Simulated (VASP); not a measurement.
## WS2 (Tungstenite): single point with PBE

The system is WS2 (Tungstenite).

```xyz
3
Lattice="1.5859 0.9156 6.2375 -1.5859 0.9156 6.2375 0.0000 -1.8312 6.2375" Properties=species:S:1:pos:R:3 pbc="T T T"
W     0.0000    0.0000    0.0125
S     0.0000    0.0000    4.6885
S     0.0000    0.0000    7.8120
```

- Program: VASP 6.6.1
- Task: single point
- Functional: PBE
- Potentials or basis: VASP PAW PBE potentials, release 64 (W_sv, S)
- Cutoff: 520 eV
- k mesh: 6 × 6 × 6
- Occupations: gaussian, width 0.01 eV
- Spin: no spin polarisation
- Dipole correction: no
- Further INCAR settings: ALGO = Normal; EDIFF = 1e-06; NBANDS = 20

```yaml
Pressure: 3.2 GPa
Largest_force: 0.202 eV/Å
Band_gap_on_the_k_mesh: 1.09 eV, indirect (least direct gap 1.84 eV)
```

Forces in eV/Å, atoms in the order of the input:
```
W    0.000  0.000  0.001
S    0.000  0.000 -0.202
S    0.000  0.000  0.201
```

Stress tensor (GPa, compression positive):
```
2.78 0.00 0.00
0.00 2.78 0.00
0.00 0.00 4.15
```

Levels at points of the mesh, in eV from the valence-band top:
```
           k point  band 9  band 10  band 11  band 12  band 13  band 14  band 15  band 16  band 17  band 18
(0.00, 0.00, 0.00)   -3.52    -2.30    -2.30    -1.59    -1.13     2.22     2.22     2.50     2.50     4.66
(0.50, 0.00, 0.00)   -5.26    -4.13    -2.56    -1.85    -1.67     2.28     2.61     3.63     3.92     4.43
(0.50, 0.50, 0.00)   -4.97    -4.06    -3.09    -2.01    -1.52     2.24     2.74     3.23     4.35     4.94
(0.50, 0.50, 0.50)   -3.54    -3.54    -2.27    -2.27     0.00     2.30     2.30     2.39     2.39     4.90
```

It took 100 s on 1 thread of Intel(R) Xeon(R) Platinum 8488C (Sapphire Rapids) (shared host), peak memory 0.31 GiB.

Caveat: spin-orbit coupling is left out, which moves the levels of the heavy elements. PBE gaps usually lie below the measured ones, often by a third to a half.
